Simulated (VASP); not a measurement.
# As (R-3m) in VASP: notebook, part 2 of 3

VASP 6.6.1.

### Step 4. Single point, PBE

Contents of INCAR:

```
SYSTEM = As
  PREC = Accurate
  ENCUT = 520
  EDIFF = 1E-6
  ISMEAR = 1
  SIGMA = 1.0
  LREAL = .False.
  LASPH = .True.
  NELM = 100
  ALGO = Normal
  ISIF = 2
  LWAVE = .False.
  LCHARG = .False.
  GGA = PE
  NBANDS = 12
```

Contents of KPOINTS:

```
Automatic mesh
0
Gamma
  10 10 10
  0 0 0
```

Contents of POSCAR:

```
As
1.0
    1.9036109523      1.0990502958      3.6081612956
   -1.9036109523      1.0990502958      3.6081612956
    0.0000000000     -2.1981005915      3.6081612956
As
2
Direct
    0.7737100447      0.7737100447      0.7737100447
    0.2262899553      0.2262899553      0.2262899553
```

Potentials or basis: VASP PAW PBE potentials, release 64 (As).

Launch:

```
cat potpaw_PBE.64/As/POTCAR > POTCAR
mpirun -np 1 vasp_std > vasp.out
```

OUTCAR:

```text
SYSTEM = As
   PREC = Accurate
   ENCUT = 520
   EDIFF = 1E-6
   ISMEAR = 1
   LREAL = .False.
   LASPH = .True.
   NELM = 100
   ISIF = 2
   GGA = PE

 ion  position               nearest neighbor table
   1  0.774  0.774  0.774-   2 2.55   2 2.55   2 2.55
   2  0.226  0.226  0.226-   1 2.55   1 2.55   1 2.55

  LATTYP: Found a trigonal (rhomboedric) cell.
 ALAT       =     4.2249821474
 COS(alpha) =     0.5939900948

  Lattice vectors:

 A1 = (   1.9036109523,   1.0990502958,   3.6081612956)
 A2 = (  -1.9036109523,   1.0990502958,   3.6081612956)
 A3 = (   0.0000000000,  -2.1981005915,   3.6081612956)

Analysis of symmetry for initial positions (statically):
=====================================================================
 Subroutine PRICEL returns:
 Original cell was already a primitive cell.

 Routine SETGRP: Setting up the symmetry group for a
 trigonal (rhombohedral) supercell.

 Subroutine GETGRP returns: Found 12 space group operations
 (whereof 12 operations were pure point group operations)
 out of a pool of 12 trial point group operations.

The static configuration has the point symmetry D_3d.

Analysis of symmetry for dynamics (positions and initial velocities):
=====================================================================
 Subroutine PRICEL returns:
 Original cell was already a primitive cell.

 Routine SETGRP: Setting up the symmetry group for a
 trigonal (rhombohedral) supercell.

 Subroutine GETGRP returns: Found 12 space group operations
 (whereof 12 operations were pure point group operations)
 out of a pool of 12 trial point group operations.

The dynamic configuration has the point symmetry D_3d.

 Subroutine INISYM returns: Found 12 space group operations
 (whereof 12 operations are pure point group operations),
 and found     1 'primitive' translations

----------------------------------------------------------------------------------------

                                     Primitive cell

  volume of cell :      45.2932

  direct lattice vectors                    reciprocal lattice vectors
     1.903610952  1.099050296  3.608161296     0.262658712  0.151646078  0.092383158
    -1.903610952  1.099050296  3.608161296    -0.262658712  0.151646078  0.092383158
     0.000000000 -2.198100591  3.608161296     0.000000000 -0.303292156  0.092383158

  length of vectors
     4.224982147  4.224982147  4.224982147     0.317050121  0.317050121  0.317050121

  position of ions in fractional coordinates (direct lattice)
     0.773710045  0.773710045  0.773710045
     0.226289955  0.226289955  0.226289955

  ion indices of the primitive-cell ions
   primitive index   ion index
                 1           1
                 2           2

----------------------------------------------------------------------------------------

 KPOINTS: Automatic mesh

Automatic generation of k-mesh.
 Grid dimensions read from file:
 generate k-points for:   10   10   10

 Generating k-lattice:

  Cartesian coordinates                     Fractional coordinates (reciprocal lattice)
     0.026265871  0.015164608  0.009238316     0.100000000  0.000000000  0.000000000
    -0.026265871  0.015164608  0.009238316     0.000000000  0.100000000  0.000000000
     0.000000000 -0.030329216  0.009238316    -0.000000000 -0.000000000  0.100000000

  Length of vectors
     0.031705012  0.031705012  0.031705012

  Shift w.r.t. Gamma in fractional coordinates (k-lattice)
     0.000000000  0.000000000  0.000000000

 Subroutine IBZKPT returns following result:
 ===========================================

 Found    116 irreducible k-points:

 Following reciprocal coordinates:
            Coordinates               Weight
  0.000000  0.000000  0.000000      1.000000
  0.100000  0.000000  0.000000      6.000000
  0.200000  0.000000  0.000000      6.000000
  0.300000 -0.000000 -0.000000      6.000000
  0.400000  0.000000  0.000000      6.000000
  0.500000  0.000000  0.000000      3.000000
[... 16 lines left out ...]
  0.300000  0.300000 -0.000000      6.000000
  0.400000  0.300000 -0.000000     12.000000
 [... further k-points ...]
   k-points           NKPTS =    116   k-points in BZ     NKDIM =    116   number of bands    NBANDS=     12
   number of dos      NEDOS =    301   number of ions     NIONS =      2
   total plane-waves  NPLWV =  32768
   dimension x,y,z NGX =    32 NGY =   32 NGZ =   32
   dimension x,y,z NGXF=    64 NGYF=   64 NGZF=   64
   ions per type =               2
   NGX,Y,Z   is equivalent  to a cutoff of  12.59, 12.59, 12.59 a.u.
   NGXF,Y,Z  is equivalent  to a cutoff of  25.18, 25.18, 25.18 a.u.
 SYSTEM =  As
   PREC   = accura    normal or accurate (medium, high low for compatibility)
   ISTART =      0    job   : 0-new  1-cont  2-samecut
   ICHARG =      2    charge: 1-file 2-atom 10-const
   ISPIN  =      1    spin polarized calculation?
   LNONCOLLINEAR =      F non collinear calculations
   LSORBIT =      F    spin-orbit coupling
   LASPH  =      T    aspherical Exc in radial PAW
   ENCUT  =  520.0 eV  38.22 Ry    6.18 a.u.   7.86  7.86  7.86*2*pi/ulx,y,z
   NELM   =    100;   NELMIN=  2; NELMDL= -5     # of ELM steps
   EDIFF  = 0.1E-05   stopping-criterion for ELM
   LREAL  =      F    real-space projection
   EDIFFG = 0.1E-04   stopping-criterion for IOM
   NSW    =      0    number of steps for IOM
   IBRION =     -1    ionic relax: 0-MD 1-quasi-New 2-CG
   NFREE  =      0    steps in history (QN), initial steepest desc. (CG)
   ISIF   =      2    stress and relaxation
   ISYM   =      2    0-nonsym 1-usesym 2-fastsym
   POTIM  = 0.5000    time-step for ionic-motion
   TEBEG  =    0.0;   TEEND  =   0.0 temperature during run
   PSTRESS=    0.0 pullay stress
   NELECT =      10.0000    total number of electrons
   NUPDOWN=      -1.0000    fix difference up-down
   EMIN   =  10.00;   EMAX   =-10.00  energy-range for DOS
   EFERMI =   0.00;   METHOD = LEGACY
   ISMEAR =     1;   SIGMA  =   1.00  broadening in eV -4-tet -1-fermi 0-gaus
   EFERMI_NEDOS =   21; number of points for ismear=-14 and -15
   IALGO  =     38    algorithm
   IMIX   =      4    mixing-type and parameters
     AMIX     =   0.40;   BMIX     =  1.00
     AMIX_MAG =   1.60;   BMIX_MAG =  1.00
  volume/ion in A,a.u.               =      22.65       152.83
  Fermi-wavevector in a.u.,A,eV,Ry     =   0.989458  1.869804 13.320461  0.979026
  Thomas-Fermi vector in A             =   2.121058
   LORBIT       =      0    0 simple, 1 ext, 2 COOP (PROOUT), +10 PAW based schemes
   GGA     = PE    functional components
   LHFCALC =     F    Hartree Fock is set to
   AEXX    =    0.0000 exact exchange contribution
   IVDW    =     0    specifies the selected vdW correction
   LEPSILON=     F    determine dielectric tensor
   LRPA    =     F    only Hartree local field effects (RPA)
 non-spin polarized calculation
 Methfessel and Paxton  Order N= 1 SIGMA  =   1.00
  energy-cutoff  :      520.00
  volume of cell :       45.29
 maximum number of plane-waves:      1235
   NGX = 15   NGY = 15   NGZ = 15

 number of electron      10.0000000 magnetization

 number of electron       9.9999999 magnetization

 Free energy of the ion-electron system (eV)
  ---------------------------------------------------
  ext. energy  EPLUGINS =         0.00000000
  ---------------------------------------------------
  free energy    TOTEN  =        -9.30503544 eV

  energy without entropy =       -9.40628307  energy(sigma->0) =       -9.33878465

 E-fermi :   5.0430     XC(G=0):  -9.7447

 val. band max:        5.0348259827   @ k =   0.4000   0.2000   0.2000
 cond. band min:       5.2109506663   @ k =   0.5000   0.1000   0.1000
 fundamental gap:      0.1761246835
 Fermi energy:         5.0429789018

 k-point     1 :       0.0000    0.0000    0.0000
  band No.  band energies     occupation
      1      -9.7119      2.00000
      2      -1.1686      2.00000
      3       2.4834      2.00177
      4       3.0497      2.01634
      5       3.0497      2.01634
      6       6.5364     -0.05588
      7       7.7349     -0.00094
      8       7.7349     -0.00094
      9      11.8804     -0.00000
     10      11.8804     -0.00000
     11      12.2454     -0.00000
     12      13.6548     -0.00000
[... 331 lines left out ...]
 k-point    24 :       0.4000    0.3000   -0.0000
  band No.  band energies     occupation
      1      -7.9079      2.00000
      2      -4.0659      2.00000
      3       0.0067      2.00000
      4       1.2115      2.00000
      5       1.9071      2.00009
      6       7.2233     -0.00855
      7       9.0338     -0.00000
      8       9.2303     -0.00000
      9      10.5347     -0.00000
     10      15.1966     -0.00000
     11      15.3747     -0.00000
     12      16.1498     -0.00000

 [... further k-points ...]
[... 5 lines left out ...]
  --------------------------------------------------------------------------------------
  -------------------------------------------------------------------------------------
  Total       -0.0219466     -0.0219466      0.1073387      0.0000000      0.0000000      0.0000000
  in kB       -0.7763284     -0.7763284      3.7969410      0.0000000      0.0000000      0.0000000
  external PRESSURE =       0.7480948 kB  Pullay stress =       0.0000000 kB

 VOLUME and BASIS-vectors are now :
 -----------------------------------------------------------------------------
  energy-cutoff  :      520.00
  volume of cell :       45.29
      direct lattice vectors                 reciprocal lattice vectors
     1.903610952  1.099050296  3.608161296     0.262658712  0.151646078  0.092383158
    -1.903610952  1.099050296  3.608161296    -0.262658712  0.151646078  0.092383158
     0.000000000 -2.198100591  3.608161296     0.000000000 -0.303292156  0.092383158

 POSITION                                       TOTAL-FORCE (eV/Angst)
 -----------------------------------------------------------------------------------
      0.00000      0.00000      8.37501         0.000000     -0.000000     -0.047687
      0.00000      0.00000      2.44947         0.000000      0.000000      0.047687
 -----------------------------------------------------------------------------------
    total drift:                                0.000000     -0.000000      0.000000

  FREE ENERGIE OF THE ION-ELECTRON SYSTEM (eV)
  ---------------------------------------------------
  free  energy   TOTEN  =        -9.3050354443 eV

  energy  without entropy=       -9.4062830657  energy(sigma->0) =       -9.33878465
```

OSZICAR:

```text
N       E                     dE             d eps       ncg     rms          rms(c)
DAV:   1     0.285537886812E+02    0.28554E+02   -0.41022E+03  2784   0.685E+02
DAV:   2    -0.771951015917E+01   -0.36273E+02   -0.34809E+02  3804   0.111E+02
DAV:   3    -0.931038037685E+01   -0.15909E+01   -0.15806E+01  3532   0.236E+01
DAV:   4    -0.931837862493E+01   -0.79982E-02   -0.79979E-02  3152   0.192E+00
DAV:   5    -0.931840115476E+01   -0.22530E-04   -0.22530E-04  3548   0.109E-01    0.314E+00
DAV:   6    -0.930953485017E+01    0.88663E-02   -0.49158E-03  3128   0.442E-01    0.189E+00
DAV:   7    -0.930485422695E+01    0.46806E-02   -0.11336E-02  3244   0.684E-01    0.901E-02
DAV:   8    -0.930498387141E+01   -0.12964E-03   -0.42696E-04  3392   0.123E-01    0.329E-02
DAV:   9    -0.930503567896E+01   -0.51808E-04   -0.66475E-05  3264   0.517E-02    0.124E-02
DAV:  10    -0.930503544433E+01    0.23463E-06   -0.46460E-06  3368   0.122E-02
   1 F= -.93050354E+01 E0= -.93387847E+01  d E =0.101248E+00
```

Wall time 23 s (1 thread of Intel Xeon Platinum 8488C (Sapphire Rapids), shared host); peak memory 0.2 GiB.

Results:

```
Free energy            : -9.3050 eV
Pressure               : 0.1 GPa
Largest force          : 0.048 eV/Å
Band gap on the k mesh : zero (band 5 reaches 5.03 eV, above the bottom of band 6 at 4.63 eV)
```

Forces in eV/Å, atoms in the order of the input:
```
As   0.000  0.000 -0.048
As   0.000  0.000  0.048
```

Levels at points of the mesh, in eV from the Fermi level:
| k point | band 3 | band 4 | band 5 | band 6 | band 7 | band 8 |
| --- | --- | --- | --- | --- | --- | --- |
| (0.00, 0.00, 0.00) | -2.56 | -1.99 | -1.99 | 1.49 | 2.69 | 2.69 |
| (0.50, 0.00, 0.00) | -2.88 | -2.82 | -0.57 | -0.41 | 0.28 | 1.34 |
| (0.50, 0.50, 0.00) | -5.81 | -4.11 | -3.98 | 1.49 | 5.01 | 6.52 |
| (0.50, 0.50, 0.50) | -1.74 | -1.74 | -0.75 | 0.77 | 0.77 | 1.60 |

[end of part 2 of 3]
